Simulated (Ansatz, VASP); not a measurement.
# One calculation of LiAsCl6, two programs

```
Li Cl As
1.0
     3.77193    0.00000    0.00000
     0.00000    3.77193    0.00000
     0.00000    0.00000   12.00950
Li Cl As
1 6 1
Direct
  0.50000 0.50000 0.50000
  0.50000 0.50000 0.00000
  0.00000 0.00000 0.50000
  0.00000 0.50000 0.22993
  0.50000 0.00000 0.77007
  0.50000 0.00000 0.22993
  0.00000 0.50000 0.77007
  0.00000 0.00000 0.00000
```

Alike in both runs: task single point; functional r2SCAN; dispersion rVV10; k mesh 8 × 8 × 4; occupations fermi-dirac, width 0.03 eV; no spin polarisation.

|  | VASP | Ansatz |
| --- | --- | --- |
| version | VASP 6.6.1 | Ansatz 0.2.0 |
| potentials or method | VASP PAW PBE potentials, release 64 (Li_sv, Cl, As) | plane waves, PAW |
| plane-wave cutoff (eV) | 520 | 500 |
| valence electrons in the cell | 50 | 60 |

```csv
,VASP,Ansatz,Ansatz less VASP
rms of the force components (eV/Å),0.009,0.008,-0.0011
```

VASP's potentials were made for PBE, not for r2SCAN. Atom by atom the forces differ by 0.001 eV/Å (rms over components). VASP's potentials hold 50 valence electrons a cell and Ansatz's 60, so a difference there can come from the potentials and not from the codes.

Noted on VASP's run: the cutoff is under 1.25 times that of the potentials, so the pressure is a little rough.
